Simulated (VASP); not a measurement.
# Al4Ir (P6_3mc) in VASP: notebook

Runs on Al4Ir. Level: PBE. Tasks: single point, relaxation of cell and atoms.

Program: VASP 6.6.1. These are calculated values, not measurements. Logs are shortened: lines on timing, memory, paths and dates and some standing lists are left out, and cuts for length are marked.

### Step 1. The cell of the first run

Symmetry: P6_3mc, No. 186, hexagonal system. The conventional cell has a = 6.003 Å, b = 6.003 Å, c = 4.879 Å, α = 90.00°, β = 90.00°, γ = 120.00°. Al (site symmetry m) has 2 Ir at 1.92 to 2.32 Å and 6 Al at 2.15 to 2.58 Å within 2.6 Å. Al (site symmetry 3m) has 1 Ir at 2.07 Å and 6 Al at 2.15 to 2.17 Å within 2.7 Å. Ir (site symmetry 3m) has 7 Al at 1.92 to 2.32 Å within 2.6 Å.

### Step 2. Single point, PBE

INCAR reads:

```
SYSTEM = Al4Ir
PREC = Accurate
ENCUT = 520
EDIFF = 1E-6
ISMEAR = 0
SIGMA = 0.1
LREAL = .False.
LASPH = .True.
NELM = 60
ALGO = Fast
ISIF = 2
LWAVE = .False.
LCHARG = .False.
GGA = PE
NBANDS = 32
```

KPOINTS reads:

```
Automatic mesh
0
Gamma
  3 3 4
  0 0 0
```

POSCAR reads:

```
Al4Ir
1.0
    6.0033349700      0.0000000000      0.0000000000
   -3.0016674800      5.1990405900      0.0000000000
    0.0000000000      0.0000000000      4.8787916800
Al Ir
8 2
Direct
    0.5235292700      0.4764707300      0.5812635400
    0.5235292700      0.0470585400      0.5812635400
    0.9529414600      0.4764707300      0.5812635400
    0.4764707300      0.5235292700      0.0812635400
    0.4764707300      0.9529414600      0.0812635400
    0.0470585400      0.5235292700      0.0812635400
    0.3333333300      0.6666666700      0.7562268800
    0.6666666700      0.3333333300      0.2562268800
    0.3333333300      0.6666666700      0.3314173000
    0.6666666700      0.3333333300      0.8314173000
```

Potentials or basis: VASP PAW PBE potentials, release 64 (Al, Ir).

Run with:

```
> cat potpaw_PBE.64/Al/POTCAR potpaw_PBE.64/Ir/POTCAR > POTCAR
> mpirun -np 1 vasp_std > vasp.out
```

OUTCAR:

```text
SYSTEM = Al4Ir
   PREC = Accurate
   ENCUT = 520
   EDIFF = 1E-6
   ISMEAR = 0
   LREAL = .False.
   LASPH = .True.
   NELM = 60
   ISIF = 2
   GGA = PE

 ion  position               nearest neighbor table
   1  0.524  0.476  0.581-  10 1.92   7 2.15   8 2.17   9 2.32   4 2.49   4 2.49   2 2.58   3 2.58

   2  0.524  0.047  0.581-  10 1.92   7 2.15   8 2.17   9 2.32   5 2.49   5 2.49   1 2.58   3 2.58

   3  0.953  0.476  0.581-  10 1.92   7 2.15   8 2.17   9 2.32   6 2.49   6 2.49   1 2.58   2 2.58
[... 11 lines left out ...]
   9  0.333  0.667  0.331-   5 1.92   6 1.92   4 1.92   7 2.07   2 2.32   3 2.32   1 2.32   7 2.81

  10  0.667  0.333  0.831-   2 1.92   3 1.92   1 1.92   8 2.07   5 2.32   6 2.32   4 2.32   8 2.81

  LATTYP: Found a hexagonal cell.
 ALAT       =     6.0033349700
 C/A-ratio  =     0.8126802360

  Lattice vectors:

 A1 = (   6.0033349700,   0.0000000000,   0.0000000000)
 A2 = (  -3.0016674800,   5.1990405900,   0.0000000000)
 A3 = (   0.0000000000,   0.0000000000,   4.8787916800)

Analysis of symmetry for initial positions (statically):
=====================================================================
 Subroutine PRICEL returns:
 Original cell was already a primitive cell.

 Routine SETGRP: Setting up the symmetry group for a
 hexagonal supercell.

 Subroutine GETGRP returns: Found 12 space group operations
 (whereof  6 operations were pure point group operations)
 out of a pool of 24 trial point group operations.

The static configuration has the point symmetry C_3v.
 The point group associated with its full space group is C_6v.

Analysis of symmetry for dynamics (positions and initial velocities):
=====================================================================
 Subroutine PRICEL returns:
 Original cell was already a primitive cell.

 Routine SETGRP: Setting up the symmetry group for a
 hexagonal supercell.

 Subroutine GETGRP returns: Found 12 space group operations
 (whereof  6 operations were pure point group operations)
 out of a pool of 24 trial point group operations.

The dynamic configuration has the point symmetry C_3v.
 The point group associated with its full space group is C_6v.

 Subroutine INISYM returns: Found 12 space group operations
 (whereof  6 operations are pure point group operations),
 and found     1 'primitive' translations

[... 102 lines left out ...]
   POTIM  = 0.5000    time-step for ionic-motion
   TEBEG  =    0.0;   TEEND  =   0.0 temperature during run
   PSTRESS=    0.0 pullay stress
   NELECT =      42.0000    total number of electrons
   NUPDOWN=      -1.0000    fix difference up-down
   EMIN   =  10.00;   EMAX   =-10.00  energy-range for DOS
   EFERMI =   0.00;   METHOD = LEGACY
   ISMEAR =     0;   SIGMA  =   0.10  broadening in eV -4-tet -1-fermi 0-gaus
   EFERMI_NEDOS =   21; number of points for ismear=-14 and -15
   IALGO  =     68    algorithm
   IMIX   =      4    mixing-type and parameters
     AMIX     =   0.40;   BMIX     =  1.00
     AMIX_MAG =   1.60;   BMIX_MAG =  1.00
  volume/ion in A,a.u.               =      15.23       102.76
  Fermi-wavevector in a.u.,A,eV,Ry     =   1.065652  2.013790 15.450957  1.135613
  Thomas-Fermi vector in A             =   2.201210
   LORBIT       =      0    0 simple, 1 ext, 2 COOP (PROOUT), +10 PAW based schemes
   GGA     = PE    functional components
   LHFCALC =     F    Hartree Fock is set to
   AEXX    =    0.0000 exact exchange contribution
   IVDW    =     0    specifies the selected vdW correction
   LEPSILON=     F    determine dielectric tensor
   LRPA    =     F    only Hartree local field effects (RPA)
 non-spin polarized calculation
 RMM-DIIS sequential band-by-band and
 Gauss-broadening in eV      SIGMA  =   0.10
  energy-cutoff  :      520.00
  volume of cell :      152.27
 maximum number of plane-waves:      4128
 NGX is ok and might be reduce to    48
   NGX = 23   NGY = 23   NGZ = 19

 number of electron      41.9999999 magnetization

 Free energy of the ion-electron system (eV)
  ---------------------------------------------------
  ext. energy  EPLUGINS =         0.00000000
  ---------------------------------------------------
  free energy    TOTEN  =       -18.26283597 eV

  energy without entropy =      -18.24414343  energy(sigma->0) =      -18.25348970

 E-fermi :   8.3146     XC(G=0): -10.0597

 val. band max:        8.2810625035   @ k =   0.3333   0.0000   0.5000
 cond. band min:       8.5508502960   @ k =   0.3333   0.3333   0.0000
 fundamental gap:      0.2697877925
 Fermi energy:         8.3146252375

 k-point     1 :       0.0000    0.0000    0.0000
  band No.  band energies     occupation
      1      -4.3379      2.00000
      2      -1.9095      2.00000
      3       0.5736      2.00000
      4       0.5736      2.00000
      5       1.3257      2.00000
      6       1.3257      2.00000
[... 304 lines left out ...]
     31      14.1570      0.00000
     32      14.1570      0.00000

------------------------ aborting loop because EDIFF is reached ----------------------------------------

  FORCE on cell =-STRESS in cart. coord.  units (eV):
  Direction    XX          YY          ZZ          XY          YZ          ZX
  --------------------------------------------------------------------------------------
  -------------------------------------------------------------------------------------
  Total      101.9600665    101.9600665    147.2655649      0.0000001      0.0000000      0.0000000
  in kB     1072.7848542   1072.7848536   1549.4719936      0.0000010      0.0000000      0.0000000
  external PRESSURE =    1231.6805671 kB  Pullay stress =       0.0000000 kB

 VOLUME and BASIS-vectors are now :
 -----------------------------------------------------------------------------
  energy-cutoff  :      520.00
  volume of cell :      152.27
      direct lattice vectors                 reciprocal lattice vectors
     6.003334970  0.000000000  0.000000000     0.166574080  0.096171590  0.000000000
    -3.001667480  5.199040590  0.000000000     0.000000000  0.192343180  0.000000000
     0.000000000  0.000000000  4.878791680     0.000000000  0.000000000  0.204968784

 POSITION                                       TOTAL-FORCE (eV/Angst)
 -----------------------------------------------------------------------------------
      1.71271      2.47719      2.83586        -6.473245      3.737330     -5.786618
      3.00167      0.24466      2.83586        -0.000000     -7.474660     -5.786618
      4.29062      2.47719      2.83586         6.473245      3.737330     -5.786618
      1.28895      2.72185      0.39647         6.473245     -3.737330     -5.786618
      0.00000      4.95438      0.39647         0.000000      7.474660     -5.786618
     -1.28895      2.72185      0.39647        -6.473245     -3.737330     -5.786618
     -0.00000      3.46603      3.68947         0.000000      0.000000      3.794785
      3.00167      1.73301      1.25008         0.000000      0.000000      3.794785
     -0.00000      3.46603      1.61692         0.000000      0.000000     13.565069
      3.00167      1.73301      4.05631         0.000000      0.000000     13.565069
 -----------------------------------------------------------------------------------
    total drift:                                0.000000     -0.000000      0.000825

  FREE ENERGIE OF THE ION-ELECTRON SYSTEM (eV)
  ---------------------------------------------------
  free  energy   TOTEN  =       -18.2628359728 eV

  energy  without entropy=      -18.2441434309  energy(sigma->0) =      -18.25348970
```

Run time: 2.1 min. Hardware: 1 thread of AMD EPYC 7R43 (Zen 3), shared host; peak memory 0.25 GiB.

Results:

- Free energy: -18.2628 eV
- Pressure: 123.2 GPa
- Largest force: 13.565 eV/Å
- Band gap on the k mesh: zero (band 21 reaches 9.34 eV, above the bottom of band 22 at 7.70 eV)

Forces in eV/Å, atoms in the order of the input:
```
Al  -6.473  3.737 -5.787
Al   0.000 -7.475 -5.787
Al   6.473  3.737 -5.787
Al   6.473 -3.737 -5.787
Al   0.000  7.475 -5.787
Al  -6.473 -3.737 -5.787
Al   0.000  0.000  3.795
Al   0.000  0.000  3.795
Ir   0.000  0.000 13.565
Ir   0.000  0.000 13.565
```

Caveat: the k points lie up to 0.40 Å⁻¹ apart; spin-orbit coupling is left out, which moves the levels of the heavy elements; forces of over 1 eV/Å act on the atoms, so gaps and moduli don't describe the material at rest.

### Step 3. Relaxation of cell and atoms, PBE

INCAR reads:

```
ALGO = Fast
EDIFF = 1E-7
EDIFFG = -0.04
ENCUT = 600
GGA = PE
IBRION = 2
ISIF = 3
ISMEAR = 0
LASPH = True
LCHARG = False
LREAL = False
LWAVE = False
NELM = 100
NSW = 90
PREC = Accurate
SIGMA = 0.1
```

KPOINTS reads:

```
k-points
0
Gamma
  3 3 4
```

POSCAR is that of step 2.

Potentials or basis: VASP PAW PBE potentials, release 64 (Al, Ir).

Run with:

```
> cat potpaw_PBE.64/Al/POTCAR potpaw_PBE.64/Ir/POTCAR > POTCAR
> mpirun -np 1 vasp_std > vasp.out
```

It took 29 min on 1 thread of AMD EPYC 7R43 (Zen 3), shared host; peak memory 0.33 GiB.

Results (log left out):

- Free energy: -48.8538 eV
- Relaxed volume: 26.68 Å³/atom
- Relaxed cell: a = 7.647 Å, b = 7.647 Å, c = 5.268 Å, α = 90.00°, β = 90.00°, γ = 120.00°
- Space group after relaxing (to 0.05 Å): P6_3/mmc (No. 194)
- Energy gained by relaxing: 3058.9 meV/atom
- Ionic steps: 28
- Pressure after relaxing: 0.0 GPa
- Largest force after relaxing: 0.030 eV/Å
- Band gap on the k mesh: zero (band 21 reaches 3.83 eV, above the bottom of band 22 at 3.11 eV)

Forces on the atoms (eV/Å):
```
Al  -0.008  0.005 -0.004
Al   0.000 -0.009 -0.004
Al   0.008  0.005 -0.004
Al   0.008 -0.005 -0.004
Al   0.000  0.009 -0.004
Al  -0.008 -0.005 -0.004
Al   0.000  0.000  0.030
Al   0.000  0.000  0.030
Ir   0.000  0.000 -0.017
Ir   0.000  0.000 -0.017
```

Stress tensor (GPa, compression positive):
```
 0.04  0.00  0.00
 0.00  0.04  0.00
 0.00  0.00 -0.04
```

The path:
| step | energy change (eV) | largest force (eV/Å) | pressure (GPa) | volume (Å³) |
| --- | --- | --- | --- | --- |
| 1 | 0.0000 | 13.5646 | 123.19 | 152.27 |
| 2 | -17.9495 | 2.0329 | -4.31 | 579.83 |
| 3 | -19.1561 | 1.7608 | -4.59 | 527.34 |
| 4 | -20.3649 | 1.3289 | -4.83 | 481.72 |
| 5 | -26.2613 | 4.3694 | 2.62 | 286.47 |
| 6 | -26.2021 | 6.5902 | 11.04 | 248.29 |
| 7 | -26.3499 | 5.0369 | 4.76 | 274.70 |
| 8 | -27.1375 | 1.6434 | -7.60 | 316.54 |
| 9 | -27.7738 | 1.1400 | -4.04 | 297.12 |
| 10 | -28.8315 | 1.5458 | -2.38 | 278.23 |
| 11 | -29.3568 | 1.7362 | 2.09 | 258.33 |
| 12 | -29.8002 | 0.9094 | 2.11 | 257.86 |
| 13 | -29.8131 | 0.9796 | 2.35 | 257.73 |
| 14 | -30.0277 | 0.5317 | -1.60 | 272.21 |
| 15 | -30.0301 | 0.4750 | -1.26 | 270.73 |
| 16 | -30.1823 | 0.9387 | -0.43 | 268.32 |
| 17 | -30.2668 | 1.5776 | 0.80 | 265.16 |
| 18 | -30.3538 | 1.4178 | 0.74 | 265.25 |
| 19 | -30.5067 | 0.8692 | 0.94 | 265.43 |
| 20 | -30.5097 | 0.6983 | 1.09 | 265.45 |
| 21 | -30.5654 | 0.3988 | 0.03 | 268.13 |
| 22 | -30.5762 | 0.2057 | -0.67 | 270.06 |
| 23 | -30.5845 | 0.1028 | -0.33 | 268.52 |
| 24 | -30.5872 | 0.0798 | -0.02 | 267.17 |
| 25 | -30.5872 | 0.0831 | 0.01 | 267.02 |
| 26 | -30.5882 | 0.0517 | 0.01 | 266.92 |
| 27 | -30.5890 | 0.0441 | 0.03 | 266.68 |
| 28 | -30.5892 | 0.0295 | 0.01 | 266.80 |

Final structure:
```
Al Ir
1.0
     7.64707    0.00000    0.00000
    -3.82354    6.62256    0.00000
     0.00000    0.00000    5.26832
Al Ir
8 2
Direct
  0.50023 0.49977 0.56646
  0.50023 0.00047 0.56646
  0.99953 0.49977 0.56646
  0.49977 0.50023 0.06646
  0.49977 0.99953 0.06646
  0.00047 0.50023 0.06646
  0.33333 0.66667 0.81539
  0.66667 0.33333 0.31539
  0.33333 0.66667 0.31666
  0.66667 0.33333 0.81666
```

Levels at points of the mesh, in eV from the Fermi level:
| k point | band 18 | band 19 | band 20 | band 21 | band 22 | band 23 | band 24 | band 25 |
| --- | --- | --- | --- | --- | --- | --- | --- | --- |
| (0.00, 0.00, 0.00) | -2.23 | -1.85 | -1.85 | -1.26 | 0.00 | 1.87 | 2.03 | 2.03 |
| (0.00, 0.00, 0.50) | -2.38 | -0.44 | -0.44 | -0.44 | -0.44 | 2.43 | 2.43 | 2.43 |

Caveat: the k points lie up to 0.32 Å⁻¹ apart in the final cell; the volume moved by over 15 % at a fixed basis, so the end points are rough; spin-orbit coupling is left out, which moves the levels of the heavy elements.
